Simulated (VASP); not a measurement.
# Rh: single point with r2SCAN

Crystal: Rh.

```
CELL_PARAMETERS angstrom
-2.37571 2.37571 1.34946
2.37571 -2.37571 1.34946
2.37571 2.37571 -1.34946
ATOMIC_POSITIONS crystal
Rh 0.00000 0.00000 0.00000
Rh 0.75000 0.25000 0.50000
```

```yaml
Program: VASP 6.6.1
Task: single point
Functional: r2SCAN
Potentials_or_basis: VASP PAW PBE potentials, release 64 (Rh_pv)
Cutoff: 550 eV
k_mesh: 8 × 8 × 8
Occupations: gaussian, width 0.1 eV
Spin: no spin polarisation
Dipole_correction: no
Further_INCAR_settings: ALGO = Normal; EDIFF = 1e-06; NBANDS = 22
```

- Pressure: 1.0 GPa
- Band gap on the k mesh: zero (band 15 reaches 11.26 eV, above the bottom of band 16 at 9.14 eV)

Stress tensor (GPa, compression positive):
```
1.04 0.00 0.00
0.00 1.04 0.00
0.00 0.00 0.82
```

Levels at points of the mesh, in eV from the Fermi level:
| k point | band 12 | band 13 | band 14 | band 15 | band 16 | band 17 | band 18 | band 19 |
| --- | --- | --- | --- | --- | --- | --- | --- | --- |
| (0.00, 0.00, 0.00) | -1.14 | -1.14 | -1.05 | -1.05 | 0.96 | 2.10 | 7.34 | 7.34 |
| (0.50, 0.00, 0.00) | -1.98 | -0.76 | -0.64 | 0.47 | 0.62 | 2.85 | 6.48 | 8.58 |
| (0.50, 0.50, 0.00) | -3.23 | -1.22 | -1.22 | -0.02 | -0.02 | 0.60 | 0.60 | 14.00 |
| (0.50, 0.50, 0.50) | -1.43 | -0.85 | -0.85 | -0.72 | -0.72 | 0.55 | 0.55 | 7.53 |

Wall time 2.5 min on 1 thread of Intel(R) Xeon(R) Platinum 8259CL CPU @ 2.50GHz (Skylake/Cascade Lake) (shared host), peak memory 0.18 GiB.

Caveat: the PAW data sets were made with another functional, which shifts forces and pressure a little.
